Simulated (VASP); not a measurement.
# WSe2 (Amm2) in VASP: a series of runs, part 2 of 2

VASP 6.6.1. Earlier steps stand in the parts before.

## (4) Single point, PBE+D3(BJ)

This run uses another cell than the first one, of the same volume but with other edges.

Input file INCAR:

```
SYSTEM = WSe2
PREC     = Accurate       ! precision mode
ENCUT    = 520            ! plane-wave cutoff, eV
EDIFF    = 1E-6           ! SCF threshold, eV
ISMEAR   = 0              ! smearing method
SIGMA    = 0.05           ! smearing width, eV
LREAL    = .FALSE.        ! projectors in reciprocal space
LASPH    = .TRUE.         ! aspherical terms in the spheres
NELM     = 60             ! most SCF steps
ALGO     = Normal         ! electronic algorithm
ISIF     = 2              ! what is computed and relaxed
LWAVE    = .FALSE.        ! write WAVECAR
LCHARG   = .TRUE.         ! write CHGCAR
GGA      = PE             ! functional
IVDW     = 12             ! dispersion correction
LELF     = .TRUE.         ! ELF
LVHAR    = .TRUE.       
NBANDS   = 20             ! bands
```

Input file KPOINTS:

```
Automatic mesh
0
G
  9 9 4
  0 0 0
```

Input file POSCAR:

```
WSe2
1.0
    3.1916005302      0.0000000000      0.0000000000
   -1.5958002651      3.0479756115      0.0000000000
    0.0000000000      0.0000000000      6.6784566964
W Se
1 2
Direct
    0.0000000000      0.0000000000      0.0000000000
    0.3333333333      0.6666666667      0.2405528385
    0.3333333333      0.6666666667      0.7594471615
```

Potentials or basis: VASP PAW PBE potentials, release 64 (W_sv, Se).

Run with:

```sh
$ cat potpaw_PBE.64/W_sv/POTCAR potpaw_PBE.64/Se/POTCAR > POTCAR
$ mpirun -np 1 vasp_std > vasp.out
```

OUTCAR:

```text
SYSTEM = WSe2
   PREC = Accurate
   ENCUT = 520
   EDIFF = 1E-6
   ISMEAR = 0
   LREAL = .FALSE.
   LASPH = .TRUE.
   NELM = 60
   ISIF = 2
   GGA = PE
   IVDW = 12
 IVDW          = 12

 ion  position               nearest neighbor table
   1  0.000  0.000  0.000-   2 2.48   3 2.48   2 2.48   3 2.48   2 2.59   3 2.59
   2  0.333  0.667  0.241-   1 2.48   1 2.48   1 2.59
   3  0.333  0.667  0.759-   1 2.48   1 2.48   1 2.59

  LATTYP: Found a base centered orthorhombic cell.
 ALAT       =     3.1916005302
 B/A-ratio  =     1.9099981860
 C/A-ratio  =     2.0925102102

  Lattice vectors:

 A1 = (   1.5958002651,  -3.0479756115,   0.0000000000)
 A2 = (   1.5958002651,   3.0479756115,   0.0000000000)
 A3 = (   0.0000000000,   0.0000000000,   6.6784566964)

Analysis of symmetry for initial positions (statically):
=====================================================================
 Subroutine PRICEL returns:
 Original cell was already a primitive cell.

 Routine SETGRP: Setting up the symmetry group for a
 base centered orthorhombic supercell.

 Subroutine GETGRP returns: Found  4 space group operations
 (whereof  4 operations were pure point group operations)
 out of a pool of  8 trial point group operations.

[... 165 lines left out ...]

 val. band max:        5.7562947903   @ k =   0.0000   0.0000   0.5000
 cond. band min:       6.5178444063   @ k =   0.3333   0.3333   0.0000
 fundamental gap:      0.7615496160
 Fermi energy:         6.1949878740

 k-point     1 :       0.0000    0.0000    0.0000
  band No.  band energies     occupation
      1     -68.7375      2.00000
      2     -32.9816      2.00000
      3     -32.9794      2.00000
      4     -32.8100      2.00000
      5      -9.6386      2.00000
      6      -8.0013      2.00000
[... 541 lines left out ...]
     19      12.3175      0.00000
     20      13.6546      0.00000

 [... further k-points ...]

------------------------ aborting loop because EDIFF is reached ----------------------------------------

 Edisp (eV)   -1.30016

 E8    (eV) :    -0.5794

  FORCE on cell =-STRESS in cart. coord.  units (eV):
  Direction    XX          YY          ZZ          XY          YZ          ZX
  --------------------------------------------------------------------------------------
  -------------------------------------------------------------------------------------
  Total       2.85202    -3.08792     3.67564     0.00000     0.00000     0.00000
  in kB      70.33425   -76.15185    90.64583     0.00000     0.00000     0.00000
  external pressure =       28.28 kB  Pullay stress =        0.00 kB

 VOLUME and BASIS-vectors are now :
 -----------------------------------------------------------------------------
  energy-cutoff  :      520.00
  volume of cell :       64.97
      direct lattice vectors                 reciprocal lattice vectors
     3.191600530  0.000000000  0.000000000     0.313322419  0.164043307  0.000000000
    -1.595800265  3.047975612  0.000000000     0.000000000  0.328086615  0.000000000
     0.000000000  0.000000000  6.678456696     0.000000000  0.000000000  0.149735193

 POSITION                                       TOTAL-FORCE (eV/Angst)
 -----------------------------------------------------------------------------------
      0.00000      0.00000      0.00000        -0.000000      0.764835      0.000000
     -0.00000      2.03198      1.60652         0.000000     -0.382417      0.892824
     -0.00000      2.03198      5.07193         0.000000     -0.382417     -0.892824
 -----------------------------------------------------------------------------------
    total drift:                                0.000000      0.000111      0.000000

  FREE ENERGIE OF THE ION-ELECTRON SYSTEM (eV)
  ---------------------------------------------------
  free  energy   TOTEN  =       -22.6048777405 eV

  energy  without entropy=      -22.6048777405  energy(sigma->0) =      -22.60487774
```

Wall time 2.4 min (1 thread of Intel Xeon 8259CL, shared host); peak memory 0.25 GiB.

What came out:

* Free energy: -22.6049 eV
* Pressure: 2.8 GPa
* Largest force: 0.971 eV/Å
* Band gap on the k mesh: 0.76 eV (least direct gap 1.23 eV)
* Dispersion energy per atom: -0.433 eV

Forces on the atoms (eV/Å):
```
W    0.000  0.765  0.000
Se   0.000 -0.382  0.893
Se   0.000 -0.382 -0.893
```

Caveat: the cell differs from its parent crystal (strain +e along x and -e along y -0.0500, strain +e along z and -e/2 along x and y -0.0467); the stress differs along the axes, from -8 to 9 GPa; spin-orbit coupling is left out, which moves the levels of the heavy elements.

## (5) Single point, PBE+D3(BJ)

Input file INCAR:

```
SYSTEM = WSe2
PREC = Accurate
ENCUT = 520
EDIFF = 1E-6
ISMEAR = 0
SIGMA = 0.05
LREAL = .False.
LASPH = .True.
NELM = 80
ALGO = Normal
ISIF = 2
LWAVE = .False.
LCHARG = .False.
GGA = PE
IVDW = 12
NBANDS = 20
```

Input file KPOINTS:

```
regular mesh
0
Gamma
  9 9 4
  0 0 0
```

Input file POSCAR:

```
WSe2
1.0
    3.0658514365      0.0000000000      0.0000000000
   -1.5329257183      3.2230421755      0.0000000000
    0.0000000000      0.0000000000      6.5152257712
W Se
1 2
Direct
    0.0000000000      0.0000000000      0.0000000000
    0.3333333333      0.6666666667      0.2405528385
    0.3333333333      0.6666666667      0.7594471615
```

Potentials or basis: VASP PAW PBE potentials, release 64 (W_sv, Se).

Run with:

```sh
$ cat potpaw_PBE.64/W_sv/POTCAR potpaw_PBE.64/Se/POTCAR > POTCAR
$ mpirun -np 1 vasp_std > vasp.out
```

OUTCAR:

```text
SYSTEM = WSe2
   PREC = Accurate
   ENCUT = 520
   EDIFF = 1E-6
   ISMEAR = 0
   LREAL = .False.
   LASPH = .True.
   NELM = 80
   ISIF = 2
   GGA = PE
   IVDW = 12
 IVDW          = 12

 ion  position               nearest neighbor table
   1  0.000  0.000  0.000-   2 2.44   3 2.44   2 2.44   3 2.44   2 2.66   3 2.66
   2  0.333  0.667  0.241-   1 2.44   1 2.44   1 2.66
   3  0.333  0.667  0.759-   1 2.44   1 2.44   1 2.66

  LATTYP: Found a base centered orthorhombic cell.
 ALAT       =     3.0658514365
 B/A-ratio  =     2.1025429590
 C/A-ratio  =     2.1250950694

  Lattice vectors:

 A1 = (   1.5329257183,  -3.2230421755,   0.0000000000)
 A2 = (   1.5329257182,   3.2230421755,   0.0000000000)
 A3 = (   0.0000000000,   0.0000000000,   6.5152257712)

Analysis of symmetry for initial positions (statically):
=====================================================================
 Subroutine PRICEL returns:
 Original cell was already a primitive cell.

 Routine SETGRP: Setting up the symmetry group for a
 base centered orthorhombic supercell.

 Subroutine GETGRP returns: Found  4 space group operations
 (whereof  4 operations were pure point group operations)
 out of a pool of  8 trial point group operations.

The static configuration has the point symmetry C_2v.

Analysis of symmetry for dynamics (positions and initial velocities):
=====================================================================
 Subroutine PRICEL returns:
 Original cell was already a primitive cell.

 Routine SETGRP: Setting up the symmetry group for a
 base centered orthorhombic supercell.

 Subroutine GETGRP returns: Found  4 space group operations
 (whereof  4 operations were pure point group operations)
 out of a pool of  8 trial point group operations.

The dynamic configuration has the point symmetry C_2v.

 Subroutine INISYM returns: Found  4 space group operations
 (whereof  4 operations are pure point group operations),
 and found     1 'primitive' translations

----------------------------------------------------------------------------------------
[... 115 lines left out ...]
     AMIX_MAG =   1.60;   BMIX_MAG =  1.00
  volume/ion in A,a.u.               =      21.46       144.82
  Fermi-wavevector in a.u.,A,eV,Ry     =   1.210088  2.286735 19.923200  1.464314
  Thomas-Fermi vector in A             =   2.345646
   LORBIT       =      0    0 simple, 1 ext, 2 COOP (PROOUT), +10 PAW based schemes
   GGA     = PE    functional components
   LHFCALC =     F    Hartree Fock is set to
   AEXX    =    0.0000 exact exchange contribution
   IVDW    =    12    specifies the selected vdW correction
   LEPSILON=     F    determine dielectric tensor
   LRPA    =     F    only Hartree local field effects (RPA)
 non-spin polarized calculation
 Gauss-broadening in eV      SIGMA  =   0.05
  energy-cutoff  :      520.00
  volume of cell :       64.38
 maximum number of plane-waves:      1756
   NGX = 11   NGY = 13   NGZ = 25

 number of electron      26.0000001 magnetization

 Free energy of the ion-electron system (eV)
  ---------------------------------------------------
  ext. energy  EPLUGINS =         0.00000000
  ---------------------------------------------------
  free energy    TOTEN  =       -20.76979149 eV

  energy without entropy =      -20.76979149  energy(sigma->0) =      -20.76979149

 E-fermi :   6.0419     XC(G=0): -10.2880

 val. band max:        5.8110721705   @ k =   0.0000   0.0000   0.5000
 cond. band min:       6.4202002497   @ k =   0.3333   0.3333   0.0000
 fundamental gap:      0.6091280792
 Fermi energy:         6.0418598312

 k-point     1 :       0.0000    0.0000    0.0000
  band No.  band energies     occupation
      1     -68.5517      2.00000
      2     -32.8931      2.00000
      3     -32.8467      2.00000
      4     -32.5306      2.00000
      5      -9.6345      2.00000
      6      -7.8852      2.00000
[... 541 lines left out ...]
     19      12.8323      0.00000
     20      14.3564      0.00000

 [... further k-points ...]

------------------------ aborting loop because EDIFF is reached ----------------------------------------

 Edisp (eV)   -1.31170

 E8    (eV) :    -0.5846

  FORCE on cell =-STRESS in cart. coord.  units (eV):
  Direction    XX          YY          ZZ          XY          YZ          ZX
  --------------------------------------------------------------------------------------
  -------------------------------------------------------------------------------------
  Total       6.85492    -4.42741     5.60524     0.00000     0.00000     0.00000
  in kB     170.59507  -110.18267   139.49485     0.00000     0.00000     0.00000
  external pressure =       66.64 kB  Pullay stress =        0.00 kB

 VOLUME and BASIS-vectors are now :
 -----------------------------------------------------------------------------
  energy-cutoff  :      520.00
  volume of cell :       64.38
      direct lattice vectors                 reciprocal lattice vectors
     3.065851437  0.000000000  0.000000000     0.326173665  0.155132937  0.000000000
    -1.532925718  3.223042175  0.000000000     0.000000000  0.310265875  0.000000000
     0.000000000  0.000000000  6.515225771     0.000000000  0.000000000  0.153486623

 POSITION                                       TOTAL-FORCE (eV/Angst)
 -----------------------------------------------------------------------------------
      0.00000      0.00000      0.00000        -0.000000      1.459301     -0.000000
     -0.00000      2.14869      1.56726         0.000000     -0.729650      1.374714
     -0.00000      2.14869      4.94797         0.000000     -0.729650     -1.374714
 -----------------------------------------------------------------------------------
    total drift:                               -0.000000      0.000014      0.000000

  FREE ENERGIE OF THE ION-ELECTRON SYSTEM (eV)
  ---------------------------------------------------
  free  energy   TOTEN  =       -22.0814907100 eV

  energy  without entropy=      -22.0814907100  energy(sigma->0) =      -22.08149071
```

OSZICAR:

```text
N       E                     dE             d eps       ncg     rms          rms(c)
DAV:   1     0.195990539096E+03    0.19599E+03   -0.12594E+04  3000   0.125E+03
DAV:   2    -0.113579988405E+02   -0.20735E+03   -0.20060E+03  3576   0.328E+02
DAV:   3    -0.215802525181E+02   -0.10222E+02   -0.10106E+02  3668   0.673E+01
DAV:   4    -0.217180679817E+02   -0.13782E+00   -0.13769E+00  3580   0.841E+00
DAV:   5    -0.217195558787E+02   -0.14879E-02   -0.14878E-02  3600   0.963E-01    0.221E+01
DAV:   6    -0.209444276124E+02    0.77513E+00   -0.44769E+00  3196   0.137E+01    0.797E+00
DAV:   7    -0.208186511829E+02    0.12578E+00   -0.12150E+00  3124   0.610E+00    0.476E+00
DAV:   8    -0.207691601201E+02    0.49491E-01   -0.21730E-01  3512   0.309E+00    0.671E-01
DAV:   9    -0.207695086664E+02   -0.34855E-03   -0.10356E-02  3468   0.709E-01    0.315E-01
DAV:  10    -0.207696517865E+02   -0.14312E-03   -0.16117E-03  3472   0.283E-01    0.789E-02
DAV:  11    -0.207697352343E+02   -0.83448E-04   -0.18053E-04  3436   0.101E-01    0.495E-02
DAV:  12    -0.207697870829E+02   -0.51849E-04   -0.80049E-05  3368   0.566E-02    0.138E-02
DAV:  13    -0.207697909396E+02   -0.38566E-05   -0.12197E-05  3656   0.242E-02    0.506E-03
DAV:  14    -0.207697914932E+02   -0.55366E-06   -0.15261E-06  3100   0.737E-03
   1 F= -.22081491E+02 E0= -.22081491E+02  d E =-.486552E-13
```

Wall time 89 s (1 thread of AMD EPYC 7R13, shared host); peak memory 0.25 GiB.

What came out:

| Quantity | Value |
| --- | --- |
| Free energy | -22.0815 eV |
| Pressure | 6.7 GPa |
| Largest force | 1.556 eV/Å |
| Band gap on the k mesh | 0.61 eV (least direct gap 1.02 eV) |
| Dispersion energy per atom | -0.437 eV |

Forces in eV/Å, atoms in the order of the input:
```
W    0.000  1.459  0.000
Se   0.000 -0.730  1.375
Se   0.000 -0.730 -1.375
```

Stress tensor (GPa, compression positive):
```
 17.06   0.00   0.00
  0.00 -11.02   0.00
  0.00   0.00  13.95
```

Levels at points of the mesh, in eV from the valence-band top:
```csv
k point,band 9,band 10,band 11,band 12,band 13,band 14,band 15,band 16,band 17,band 18
"(0.00, 0.00, 0.00)",-2.69,-2.12,-1.44,-0.99,-0.81,1.63,1.80,3.52,3.57,3.63
"(0.00, 0.00, 0.50)",-3.50,-2.40,-2.09,-1.48,0.00,1.39,2.10,3.35,3.84,4.29
```

Caveat: the cell differs from its parent crystal (strain +e along x and -e along y -0.1000, strain +e along z and -e/2 along x and y -0.0700); the stress differs along the axes, from -11 to 17 GPa; spin-orbit coupling is left out, which moves the levels of the heavy elements; forces of over 1 eV/Å act on the atoms, so gaps and moduli don't describe the material at rest. A k mesh can miss the band edges.

## (6) Overview

| cell | gap on the mesh (eV) | pressure (GPa) | largest force (eV/Å) |
| --- | --- | --- | --- |
| a = 3.115, b = 3.364, c = 7.006 Å, angles 90.0, 90.0, 117.6°, 3 atoms | 1.27 | 1.5 | 0.63 |
| a = 3.443, b = 3.200, c = 7.006 Å, angles 90.0, 90.0, 122.5°, 3 atoms | 1.30 | 1.4 | 0.88 |
| a = 3.192, b = 3.440, c = 6.678 Å, angles 90.0, 90.0, 117.6°, 3 atoms | 0.76 | 2.8 | 0.97 |
| a = 3.066, b = 3.569, c = 6.515 Å, angles 90.0, 90.0, 115.4°, 3 atoms | 0.61 | 6.7 | 1.56 |

Alike in all rows: task single point; level PBE+D3(BJ); potentials or basis VASP PAW PBE potentials, release 64 (W_sv, Se); no spin polarisation; k mesh 9 × 9 × 4; cutoff (eV) 520; smearing gaussian 0.05 eV.

Caveats: spin-orbit coupling is left out, which moves the levels of the heavy elements; the stress differs along the axes, from -7 to 11 GPa (at least some runs); the stress differs along the axes, from -6 to 9 GPa (at least some runs); the stress differs along the axes, from -8 to 9 GPa (at least some runs); the stress differs along the axes, from -11 to 17 GPa (at least some runs); forces of over 1 eV/Å act on the atoms, so gaps and moduli don't describe the material at rest (at least some runs).

Absolute energies hang on the potentials; compare differences alone.
